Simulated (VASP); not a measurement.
# Ti: single point with r2SCAN

Ti:

```xyz
1
Lattice="-1.6784 1.6784 1.6784 1.6784 -1.6784 1.6784 1.6784 1.6784 -1.6784" Properties=species:S:1:pos:R:3 pbc="T T T"
Ti    0.0000    0.0000    0.0000
```

This cell differs from its parent crystal: volume scaled by 1.10.

* Program: VASP 6.6.1
* Task: single point
* Functional: r2SCAN
* Potentials or basis: VASP PAW PBE potentials, release 64 (Ti_sv)
* Cutoff: 520 eV
* k mesh: 18 × 18 × 18
* Occupations: gaussian, width 0.1 eV
* Spin: no spin polarisation

```json
{"Pressure": "-8.7 GPa", "Band gap on the k mesh": "zero (band 6 reaches 8.31 eV, above the bottom of band 7 at 6.60 eV)"}
```

Levels at points of the mesh, in eV from the Fermi level:
| k point | band 2 | band 3 | band 4 | band 5 | band 6 | band 7 | band 8 | band 9 | band 10 | band 11 |
| --- | --- | --- | --- | --- | --- | --- | --- | --- | --- | --- |
| (0.00, 0.00, 0.00) | -34.00 | -34.00 | -34.00 | -6.15 | 1.05 | 1.05 | 1.05 | 2.65 | 2.65 | 17.48 |
| (0.50, 0.00, 0.00) | -34.52 | -34.16 | -34.00 | -2.38 | -0.26 | 0.73 | 2.64 | 2.96 | 4.02 | 8.24 |
| (0.50, 0.50, 0.50) | -34.36 | -34.36 | -34.36 | -1.98 | -1.98 | 3.70 | 3.70 | 3.70 | 8.06 | 8.06 |

Wall time 100 s on 1 thread of Intel(R) Xeon(R) Platinum 8488C (Sapphire Rapids), on a shared host, peak memory 0.17 GiB.

Caveat: the PAW data sets were made with another functional, which shifts forces and pressure a little.
